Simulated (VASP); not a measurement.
A run of VASP 6.6.1 is set up as follows.

INCAR

```
ALGO     = Normal         # electronic algorithm
EDIFF    = 1E-6           # SCF threshold, eV
ENCUT    = 520            # plane-wave cutoff, eV
GGA      = CA             # functional
ISIF     = 2              # what is computed and relaxed
ISMEAR   = -1             # smearing method
LASPH    = T              # aspherical terms in the spheres
LCHARG   = F              # write CHGCAR
LREAL    = F              # projectors in reciprocal space
LWAVE    = F              # write WAVECAR
NBANDS   = 26             # bands
NELM     = 80             # most SCF steps
PREC     = Accurate       # precision mode
SIGMA    = 0.05           # smearing width, eV
```

KPOINTS

```
k-points
0
Gamma
  6 6 5
```

File POSCAR:

```
HgTe
1.0
    3.0123365776     -3.4898894638      0.0000000000
    3.0123365776      3.4898894638      0.0000000000
    0.0000000000      0.0000000000      5.8365565098
Hg Te
2 2
Direct
    0.6569500000      0.3430500000      0.2500000000
    0.3430500000      0.6569500000      0.7500000000
    0.2151910000      0.7848090000      0.2500000000
    0.7848090000      0.2151910000      0.7500000000
```

Potentials or basis: VASP PAW LDA potentials, release 64 (Hg, Te).

Launch:

```bash
$ cat potpaw_LDA.64/Hg/POTCAR potpaw_LDA.64/Te/POTCAR > POTCAR
$ mpirun -np 1 vasp_std > vasp.out
```

**Question.** What does it give for the largest force?

**Answer.** 0.307 eV/Å.

**Question.** Estimate the pressure.

**Answer.** -5.4 GPa.

Stress tensor (GPa, compression positive):
```
-5.76  0.00  0.00
 0.00 -4.62  0.00
 0.00  0.00 -5.81
```
